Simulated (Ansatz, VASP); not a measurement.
## One calculation of CdS, two programs

File POSCAR:

```
CdS
1.0
    3.3126000000      0.0000000000      0.0000000000
    0.0000000000      3.3126000000      0.0000000000
    0.0000000000      0.0000000000      3.3126000000
Cd S
1 1
Direct
    0.0000000000      0.0000000000      0.0000000000
    0.5000000000      0.5000000000      0.5000000000
```

File INCAR.step1:

```
PREC = Accurate ; ENCUT = 520
ISMEAR = -1 ; SIGMA = 0.15
LREAL = False ; LASPH = True
NELM = 60 ; NBANDS = 16
GGA = PE ; ALGO = Normal
EDIFF = 1E-4 ; LWAVE = True
LCHARG = False
```

File INCAR.step2:

```
PREC = Accurate ; ENCUT = 520
EDIFF = 1E-7 ; ISMEAR = -1
SIGMA = 0.15 ; LREAL = False
LASPH = True ; NELM = 60
ALGO = Normal ; ISIF = 2
LWAVE = False ; LCHARG = False
METAGGA = R2SCAN ; LMIXTAU = True
IVDW = 12 ; VDW_S6 = 1.0
VDW_S8 = 0.78981345 ; VDW_A1 = 0.49484001
VDW_A2 = 5.73083694 ; NBANDS = 16
ISTART = 1
```

KPOINTS

```
Automatic mesh
0
Gamma
  12 12 12
```

Input for Ansatz:

```yaml
crystal:
  lattice:
    - [3.3126, 0.0, 0.0]
    - [0.0, 3.3126, 0.0]
    - [0.0, 0.0, 3.3126]
  atoms:
    - { symbol: Cd, position: [0.0, 0.0, 0.0] }
    - { symbol: S, position: [0.5, 0.5, 0.5] }
basis:
  ecutwfc: 500
kpoints:
  mp_grid: { grid: [12, 12, 12] }
hamiltonian:
  xc: r2scan
  dispersion: d3bj
scf:
  occupations: { method: fermi_dirac, width: 0.15 }
output:
  forces: true
  stress: true
  eigenvalues: true
  write_density: true
  write_potential: true
  elf: true
  volumetric_format: npy
```

Alike in both runs: task single point; functional r2SCAN; dispersion D3(BJ); k mesh 12 × 12 × 12; occupations fermi-dirac, width 0.15 eV; no spin polarisation.

|  | VASP | Ansatz |
| --- | --- | --- |
| version | VASP 6.6.1 | Ansatz 0.2.0 |
| potentials or method | VASP PAW PBE potentials, release 64 (Cd, S), cutoff 520 eV | scalar-relativistic, plane waves, PAW |
| valence electrons in the cell | 18 | 26 |

|  | VASP | Ansatz | Ansatz less VASP |
| --- | --- | --- | --- |
| gap on the k mesh at the Fermi level (eV) | none | none | - |
| pressure (GPa) | 4.8 | 4.2 | -0.60 |

VASP's potentials were made for PBE, not for r2SCAN. A gap of «none» marks a metal or a gap that the smearing closes. VASP's potentials hold 18 valence electrons a cell and Ansatz's 26, so a difference there can come from the potentials and not from the codes. Ansatz's warnings: dispersion damping borrowed.
